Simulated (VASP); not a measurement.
# Ta2NbO2 (P6/mmm) in VASP: further runs, part 2 of 2

VASP 6.6.1. The steps go on from the part before.

## 3. Relaxation of cell and atoms, PBE

This run uses another cell than the first one, of 13.67 Å³/atom.

Contents of INCAR:

```
SYSTEM = Ta2NbO2
ALGO = Normal
EDIFF = 1E-6
EDIFFG = -0.04
ENCUT = 600
GGA = PE
IBRION = 2
ISIF = 3
ISMEAR = 0
LASPH = .TRUE.
LCHARG = .FALSE.
LREAL = .FALSE.
LWAVE = .FALSE.
NELM = 80
NSW = 90
PREC = Accurate
SIGMA = 0.1
```

Contents of KPOINTS:

```
k-points
0
G
  6 6 6
  0 0 0
```

Contents of POSCAR:

```
Ta2NbO2
1.0
    4.6921091600      0.0000000000      0.0000000000
   -2.3460545800      4.0634857300      0.0000000000
    0.0000000000      0.0000000000      3.5857735900
Ta Nb O
2 1 2
Direct
    0.3333333300      0.6666666700      0.5000000000
    0.6666666700      0.3333333300      0.5000000000
    0.0000000000      0.0000000000      0.0000000000
    0.3333333300      0.6666666700      0.0000000000
    0.6666666700      0.3333333300      0.0000000000
```

Potentials or basis: VASP PAW PBE potentials, release 64 (Ta_pv, Nb_sv, O).

On the command line:

```sh
> cat potpaw_PBE.64/Ta_pv/POTCAR potpaw_PBE.64/Nb_sv/POTCAR potpaw_PBE.64/O/POTCAR > POTCAR
> mpirun -np 1 vasp_std > vasp.out
```

OUTCAR:

```text
SYSTEM = Ta2NbO2
   EDIFF = 1E-6
   EDIFFG = -0.04
   ENCUT = 600
   GGA = PE
   IBRION = 2
   ISIF = 3
   ISMEAR = 0
   LASPH = .TRUE.
   LREAL = .FALSE.
   NELM = 80
   NSW = 90
   PREC = Accurate

 ion  position               nearest neighbor table
   1  0.333  0.667  0.500-   4 1.79   4 1.79   2 2.71   2 2.71   2 2.71   3 3.25   3 3.25   3 3.25
                             3 3.25   3 3.25   3 3.25
   2  0.667  0.333  0.500-   5 1.79   5 1.79   1 2.71   1 2.71   1 2.71   3 3.25   3 3.25   3 3.25
                             3 3.25   3 3.25   3 3.25
   3  0.000  0.000  0.000-   1 3.25   2 3.25   1 3.25   2 3.25   2 3.25   2 3.25   1 3.25   1 3.25
                             2 3.25   2 3.25   1 3.25   1 3.25
   4  0.333  0.667  0.000-   1 1.79   1 1.79
   5  0.667  0.333  0.000-   2 1.79   2 1.79

  LATTYP: Found a hexagonal cell.
 ALAT       =     4.6921091600
 C/A-ratio  =     0.7642135909

  Lattice vectors:

 A1 = (   4.6921091600,   0.0000000000,   0.0000000000)
 A2 = (  -2.3460545800,   4.0634857300,   0.0000000000)
 A3 = (   0.0000000000,   0.0000000000,   3.5857735900)

Analysis of symmetry for initial positions (statically):
=====================================================================
 Subroutine PRICEL returns:
 Original cell was already a primitive cell.

 Routine SETGRP: Setting up the symmetry group for a
 hexagonal supercell.

 Subroutine GETGRP returns: Found 24 space group operations
 (whereof 24 operations were pure point group operations)
 out of a pool of 24 trial point group operations.

The static configuration has the point symmetry D_6h.

Analysis of symmetry for dynamics (positions and initial velocities):
=====================================================================
 Subroutine PRICEL returns:
 Original cell was already a primitive cell.

 Routine SETGRP: Setting up the symmetry group for a
 hexagonal supercell.

 Subroutine GETGRP returns: Found 24 space group operations
 (whereof 24 operations were pure point group operations)
 out of a pool of 24 trial point group operations.

The dynamic configuration has the point symmetry D_6h.

 Subroutine INISYM returns: Found 24 space group operations
 (whereof 24 operations are pure point group operations),
 and found     1 'primitive' translations

----------------------------------------------------------------------------------------

                                     Primitive cell

  volume of cell :      68.3675

  direct lattice vectors                    reciprocal lattice vectors
     4.692109160  0.000000000  0.000000000     0.213123771  0.123047067  0.000000000
    -2.346054580  4.063485730  0.000000000     0.000000000  0.246094134  0.000000000
     0.000000000  0.000000000  3.585773590     0.000000000  0.000000000  0.278879850

  length of vectors
     4.692109160  4.692109160  3.585773590     0.246094134  0.246094134  0.278879850

  position of ions in fractional coordinates (direct lattice)
     0.333333330  0.666666670  0.500000000
     0.666666670  0.333333330  0.500000000
     0.000000000  0.000000000  0.000000000
     0.333333330  0.666666670  0.000000000
     0.666666670  0.333333330  0.000000000

  ion indices of the primitive-cell ions
   primitive index   ion index
                 1           1
                 2           2
                 3           3
                 4           4
[... 65 lines left out ...]
   ISTART =      0    job   : 0-new  1-cont  2-samecut
   ICHARG =      2    charge: 1-file 2-atom 10-const
   ISPIN  =      1    spin polarized calculation?
   LNONCOLLINEAR =      F non collinear calculations
   LSORBIT =      F    spin-orbit coupling
   LASPH  =      T    aspherical Exc in radial PAW
   ENCUT  =  600.0 eV  44.10 Ry    6.64 a.u.   9.37  9.37  7.16*2*pi/ulx,y,z
   NELM   =     80;   NELMIN=  2; NELMDL= -5     # of ELM steps
   EDIFF  = 0.1E-05   stopping-criterion for ELM
   LREAL  =      F    real-space projection
   EDIFFG = -.4E-01   stopping-criterion for IOM
   NSW    =     90    number of steps for IOM
   IBRION =      2    ionic relax: 0-MD 1-quasi-New 2-CG
   NFREE  =      1    steps in history (QN), initial steepest desc. (CG)
   ISIF   =      3    stress and relaxation
   ISYM   =      2    0-nonsym 1-usesym 2-fastsym
   POTIM  = 0.5000    time-step for ionic-motion
   TEBEG  =    0.0;   TEEND  =   0.0 temperature during run
   PSTRESS=    0.0 pullay stress
   NELECT =      47.0000    total number of electrons
   NUPDOWN=      -1.0000    fix difference up-down
   EMIN   =  10.00;   EMAX   =-10.00  energy-range for DOS
   EFERMI =   0.00;   METHOD = LEGACY
   ISMEAR =     0;   SIGMA  =   0.10  broadening in eV -4-tet -1-fermi 0-gaus
   EFERMI_NEDOS =   21; number of points for ismear=-14 and -15
   IALGO  =     38    algorithm
   IMIX   =      4    mixing-type and parameters
     AMIX     =   0.40;   BMIX     =  1.00
     AMIX_MAG =   1.60;   BMIX_MAG =  1.00
  volume/ion in A,a.u.               =      13.67        92.27
  Fermi-wavevector in a.u.,A,eV,Ry     =   1.444855  2.730380 28.403597  2.087605
  Thomas-Fermi vector in A             =   2.563103
   LORBIT       =      0    0 simple, 1 ext, 2 COOP (PROOUT), +10 PAW based schemes
   GGA     = PE    functional components
   LHFCALC =     F    Hartree Fock is set to
   AEXX    =    0.0000 exact exchange contribution
   IVDW    =     0    specifies the selected vdW correction
   LEPSILON=     F    determine dielectric tensor
   LRPA    =     F    only Hartree local field effects (RPA)
 conjugate gradient relaxation of ions
 non-spin polarized calculation
 Gauss-broadening in eV      SIGMA  =   0.10
  energy-cutoff  :      600.00
  volume of cell :       68.37
 maximum number of plane-waves:      2304
 NGX is ok and might be reduce to    40
   NGX = 19   NGY = 19   NGZ = 15

--------------------------------------- Ionic step        1  -------------------------------------------

 number of electron      46.9999998 magnetization

 Free energy of the ion-electron system (eV)
  ---------------------------------------------------
  ext. energy  EPLUGINS =         0.00000000
  ---------------------------------------------------
  free energy    TOTEN  =       -45.47170040 eV

  energy without entropy =      -45.44928357  energy(sigma->0) =      -45.46049199

------------------------ aborting loop because EDIFF is reached ----------------------------------------

  FORCE on cell =-STRESS in cart. coord.  units (eV):
  Direction    XX          YY          ZZ          XY          YZ          ZX
  --------------------------------------------------------------------------------------
  -------------------------------------------------------------------------------------
  Total        2.1519498      2.1519498     52.6580843      0.0000000     -0.0000000      0.0000000
  in kB       50.4304702     50.4304702   1234.0305961      0.0000000     -0.0000000      0.0000000
  external PRESSURE =     444.9638455 kB  Pullay stress =       0.0000000 kB
[... 26 lines left out ...]
--------------------------------------- Ionic step        2  -------------------------------------------

 number of electron      47.0000002 magnetization

 E-fermi :   3.1783     XC(G=0): -10.1497

 val. band max:        3.1601746421   @ k =   0.3333   0.1667   0.3333
 cond. band min:       3.1838141134   @ k =   0.3333   0.3333   0.0000
 fundamental gap:      0.0236394713
 Fermi energy:         3.1782956989

 k-point     1 :       0.0000    0.0000    0.0000
  band No.  band energies     occupation
      1     -53.3942      2.00000
      2     -31.8719      2.00000
      3     -31.7063      2.00000
      4     -31.6912      2.00000
      5     -31.6912      2.00000
      6     -31.0124      2.00000
[... 806 lines left out ...]
  FREE ENERGIE OF THE ION-ELECTRON SYSTEM (eV)
  ---------------------------------------------------
  free  energy   TOTEN  =       -47.3687113274 eV

  energy  without entropy=      -47.3461974180  energy(sigma->0) =      -47.35745437

[... ionic steps 4 to 8 ...]

--------------------------------------- Ionic step        9  -------------------------------------------

 number of electron      46.9999994 magnetization

------------------------ aborting loop because EDIFF is reached ----------------------------------------
[... 73 lines left out ...]
--------------------------------------- Ionic step       11  -------------------------------------------

 number of electron      46.9999993 magnetization

 Free energy of the ion-electron system (eV)
  ---------------------------------------------------
  ext. energy  EPLUGINS =         0.00000000
  ---------------------------------------------------
  free energy    TOTEN  =       -47.82658878 eV

  energy without entropy =      -47.80803487  energy(sigma->0) =      -47.81731182

 E-fermi :   7.3557     XC(G=0): -12.0673

 val. band max:        7.3351821666   @ k =   0.3333   0.3333   0.3333
 cond. band min:       7.3647983507   @ k =   0.1667   0.1667   0.0000
 fundamental gap:      0.0296161842
 Fermi energy:         7.3556983573

 k-point     1 :       0.0000    0.0000    0.0000
  band No.  band energies     occupation
      1     -48.9669      2.00000
      2     -27.5284      2.00000
      3     -27.5284      2.00000
      4     -27.5282      2.00000
      5     -27.2486      2.00000
      6     -26.5257      2.00000
[... 767 lines left out ...]
  FREE ENERGIE OF THE ION-ELECTRON SYSTEM (eV)
  ---------------------------------------------------
  free  energy   TOTEN  =       -47.8265887818 eV

  energy  without entropy=      -47.8080348661  energy(sigma->0) =      -47.81731182

 reached required accuracy - stopping structural energy minimisation
```

CONTCAR:

```text
Ta2NbO2
   1.00000000000000
     4.5900978968841271   -0.0000000000000000   -0.0000000000000000
    -2.2950489484420635    3.9751413846622459   -0.0000000000000000
    -0.0000000000000000   -0.0000000000000000    3.9777880854425622
  Ta              Nb              O
     2     1     2
Direct
     0.3333333300000021    0.6666666699999979    0.5000000000000000
     0.6666666699999979    0.3333333300000021    0.5000000000000000
     0.0000000000000000    0.0000000000000000    0.0000000000000000
     0.3333333300000021    0.6666666699999979    0.0000000000000000
     0.6666666699999979    0.3333333300000021    0.0000000000000000

  0.00000000E+00  0.00000000E+00  0.00000000E+00
  0.00000000E+00  0.00000000E+00  0.00000000E+00
  0.00000000E+00  0.00000000E+00  0.00000000E+00
  0.00000000E+00  0.00000000E+00  0.00000000E+00
  0.00000000E+00  0.00000000E+00  0.00000000E+00
```

Run time: 17 min. Hardware: 1 thread of Intel Xeon 8259CL, shared host; peak memory 0.27 GiB.

Results:

| Property | Result |
| --- | --- |
| Free energy | -47.8266 eV |
| Relaxed volume | 14.52 Å³/atom |
| Relaxed cell | a = 4.590 Å, b = 4.590 Å, c = 3.978 Å, α = 90.00°, β = 90.00°, γ = 120.00° |
| Space group after relaxing (to 0.1 Å) | P6/mmm (No. 191) |
| Pressure after relaxing | 0.0 GPa |
| Band gap on the k mesh | zero (an odd number of electrons rules out a gap without spin polarisation) |

Final structure:
```
CELL_PARAMETERS angstrom
4.59010 0.00000 0.00000
-2.29505 3.97514 0.00000
0.00000 0.00000 3.97779
ATOMIC_POSITIONS crystal
Ta 0.33333 0.66667 0.50000
Ta 0.66667 0.33333 0.50000
Nb 0.00000 0.00000 0.00000
O 0.33333 0.66667 0.00000
O 0.66667 0.33333 0.00000
```

Levels at points of the mesh, in eV from the Fermi level:
| k point | band 21 | band 22 | band 23 | band 24 | band 25 | band 26 |
| --- | --- | --- | --- | --- | --- | --- |
| (0.00, 0.00, 0.00) | -1.02 | -0.95 | -0.95 | -0.37 | -0.37 | 0.04 |
| (0.50, 0.00, 0.00) | -2.46 | -2.03 | -1.49 | -0.83 | -0.51 | 0.58 |
| (0.00, 0.00, 0.50) | -2.56 | 0.44 | 0.44 | 0.74 | 1.28 | 1.43 |
| (0.50, 0.00, 0.50) | -2.27 | -0.88 | -0.26 | -0.25 | 0.59 | 0.85 |

Caveat: spin-orbit coupling is left out, which moves the levels of the heavy elements; an odd number of electrons without spin polarisation forces a metal; a magnetic or distorted state may lie lower.

## 4. Relaxation of cell and atoms, PBE

Contents of INCAR:

```
  PREC = Accurate
  ENCUT = 600
  EDIFF = 1E-7
  ISMEAR = 0
  SIGMA = 0.1
  LREAL = F
  LASPH = T
  NELM = 60
  ALGO = Normal
  ISIF = 3
  LWAVE = F
  LCHARG = F
  GGA = PE
  IBRION = 2
  NSW = 100
  EDIFFG = -0.01
```

Contents of KPOINTS:

```
Automatic mesh
0
Gamma
  12 12 10
```

Contents of POSCAR:

```
Ta2NbO2
1.0
    4.5955864129      0.0000000000      0.0000000000
   -2.2977932064      3.9798945788      0.0000000000
    0.0000000000      0.0000000000      3.9714467556
Ta Nb O
2 1 2
Direct
    0.3333333333      0.6666666667      0.5000000000
    0.6666666667      0.3333333333      0.5000000000
    0.0000000000      0.0000000000      0.0000000000
    0.3333333333      0.6666666667      0.0000000000
    0.6666666667      0.3333333333      0.0000000000
```

On the command line:

```sh
> cat potpaw_PBE.64/Ta_pv/POTCAR potpaw_PBE.64/Nb_sv/POTCAR potpaw_PBE.64/O/POTCAR > POTCAR
> mpirun -np 1 vasp_std > vasp.out
```

Wall time 21 min (1 thread of Intel Xeon 8259CL, shared host); peak memory 0.43 GiB.

Results (log left out):

| Property | Result |
| --- | --- |
| Free energy | -47.8285 eV |
| Relaxed volume | 14.52 Å³/atom |
| Relaxed cell | a = 4.591 Å, b = 4.591 Å, c = 3.977 Å, α = 90.00°, β = 90.00°, γ = 120.00° |
| Space group after relaxing (to 0.1 Å) | P6/mmm (No. 191) |
| Energy gained by relaxing | 0.1 meV/atom |
| Ionic steps | 4 |
| Pressure after relaxing | 0.0 GPa |
| Band gap on the k mesh | zero (an odd number of electrons rules out a gap without spin polarisation) |

The path:
```
step  energy change (eV)  largest force (eV/Å)  pressure (GPa)  volume (Å³)
   1              0.0000                0.0000            0.23        72.64
   2              0.0009                0.0000           -0.96        72.86
   3             -0.0003                0.0000           -0.16        72.71
   4             -0.0003                0.0000            0.00        72.60
```

Final structure:
```
Ta Nb O
1.0
     4.59105    0.00000    0.00000
    -2.29552    3.97596    0.00000
     0.00000    0.00000    3.97721
Ta Nb O
2 1 2
Cartesian
  0.0000 2.6506 1.9886
  2.2955 1.3253 1.9886
  2.2955 3.9760 3.9772
  0.0000 2.6506 3.9772
  2.2955 1.3253 0.0000
```

Levels at points of the mesh, in eV from the Fermi level:
```
           k point  band 19  band 20  band 21  band 22  band 23  band 24  band 25  band 26  band 27  band 28
(0.00, 0.00, 0.00)    -4.40    -1.05    -1.05    -0.98    -0.98    -0.40    -0.40     0.01     0.63     0.63
(0.50, 0.00, 0.00)    -3.62    -2.63    -2.49    -2.06    -1.51    -0.86    -0.54     0.54     0.75     1.79
(0.00, 0.00, 0.50)    -4.89    -2.59    -2.59     0.42     0.42     0.70     1.25     1.40     1.40     2.19
(0.50, 0.00, 0.50)    -3.59    -2.67    -2.30    -0.91    -0.30    -0.27     0.56     0.82     1.48     1.76
```

Caveat: spin-orbit coupling is left out, which moves the levels of the heavy elements; an odd number of electrons without spin polarisation forces a metal; a magnetic or distorted state may lie lower.

## 5. Overview

```csv
task,cell,k mesh,cutoff (eV),gap on the mesh (eV),pressure (GPa),relaxed volume (Å³/atom)
single point,"a = 4.595, b = 4.595, c = 3.972 Å, angles 90.0, 90.0, 120.0°, 5 atoms",12 × 12 × 10,520,none,0.3,-
relaxation of cell and atoms,"relaxed from a = 4.692, b = 4.692, c = 3.586 Å, angles 90.0, 90.0, 120.0°, 5 atoms",6 × 6 × 6,600,none,0.0,14.52
relaxation of cell and atoms,"relaxed from a = 4.596, b = 4.596, c = 3.971 Å, angles 90.0, 90.0, 120.0°, 5 atoms",12 × 12 × 10,600,none,0.0,14.52
```

Alike in all rows: level PBE; potentials or basis VASP PAW PBE potentials, release 64 (Ta_pv, Nb_sv, O); no spin polarisation; smearing gaussian 0.1 eV.

Caveats: spin-orbit coupling is left out, which moves the levels of the heavy elements; an odd number of electrons without spin polarisation forces a metal; a magnetic or distorted state may lie lower.

Absolute energies hang on the potentials; compare differences alone.

The gap in the log of VASP goes by the Fermi energy; the results here count the filled bands.